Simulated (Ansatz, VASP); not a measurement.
# Two plane-wave programs on ZnO

Contents of INCAR:

```
PREC     = Accurate       # precision mode
ENCUT    = 520            # plane-wave cutoff, eV
EDIFF    = 1E-6           # SCF threshold, eV
ISMEAR   = 0              # smearing method
SIGMA    = 0.05           # smearing width, eV
LREAL    = False          # projectors in reciprocal space
LASPH    = True           # aspherical terms in the spheres
NELM     = 80             # most SCF steps
ALGO     = Normal         # electronic algorithm
ISIF     = 2              # what is computed and relaxed
LWAVE    = False          # write WAVECAR
LCHARG   = False          # write CHGCAR
GGA      = PE             # functional
IVDW     = 12             # dispersion correction
NBANDS   = 26             # bands
```

File KPOINTS:

```
Automatic mesh
0
Gamma
  12 12 6
```

POSCAR

```
ZnO
1.0
    3.2336123981      0.0000000000      0.0000000000
   -1.6168061990      2.8569640278      0.0000000000
    0.0000000000      0.0000000000      6.1688483439
Zn O
2 2
Direct
    0.0000000000      0.0000000000      0.7500000000
    0.0000000000      0.0000000000      0.2500000000
    0.3333333333      0.6666666667      0.2500000000
    0.6666666667      0.3333333333      0.7500000000
```

Input for Ansatz:

```yaml
crystal:
  lattice:
    - [3.2336123981, 0.0, 0.0]
    - [-1.616806199, 2.8569640278, 0.0]
    - [0.0, 0.0, 6.1688483439]
  atoms:
    - { symbol: Zn, position: [0.0, 0.0, 0.75] }
    - { symbol: Zn, position: [0.0, 0.0, 0.25] }
    - { symbol: O, position: [0.3333333333, 0.6666666667, 0.25] }
    - { symbol: O, position: [0.6666666667, 0.3333333333, 0.75] }
basis:
  ecutwfc: 420
kpoints:
  mp_grid: { grid: [12, 12, 6] }
hamiltonian:
  xc: pbe
  dispersion: d3bj
scf:
  occupations: { method: gaussian, width: 0.05 }
output:
  forces: true
  stress: true
  eigenvalues: true
```

Change from the starting cell: strain -0.0100 x Voigt [1, -1, 0, 0, 0, 0], atoms carried along.

Alike in both runs: task single point; functional PBE; dispersion D3(BJ); k mesh 12 × 12 × 6; occupations gaussian, width 0.05 eV; no spin polarisation.

|  | VASP | Ansatz |
| --- | --- | --- |
| version | VASP 6.6.1 | Ansatz 0.2.0 |
| potentials or method | VASP PAW PBE potentials, release 64 (Zn, O), cutoff 520 eV | scalar-relativistic, plane waves, PAW |
| valence electrons in the cell | 36 | 36 |

|  | VASP | Ansatz | Ansatz less VASP |
| --- | --- | --- | --- |
| gap on the k mesh at the Fermi level (eV) | 0.67 | 0.67 | -0.003 |
| least direct gap on the mesh (eV) | 0.67 | 0.67 | -0.003 |
| pressure (GPa) | 1.0 | 0.1 | -0.97 |
| traceless stress, the component that is largest in VASP (GPa) | 3.00 | 2.41 | -0.592 |
| rms of the force components (eV/Å) | 0.154 | 0.145 | -0.0092 |

Atom by atom the forces differ by 0.009 eV/Å (rms over components).
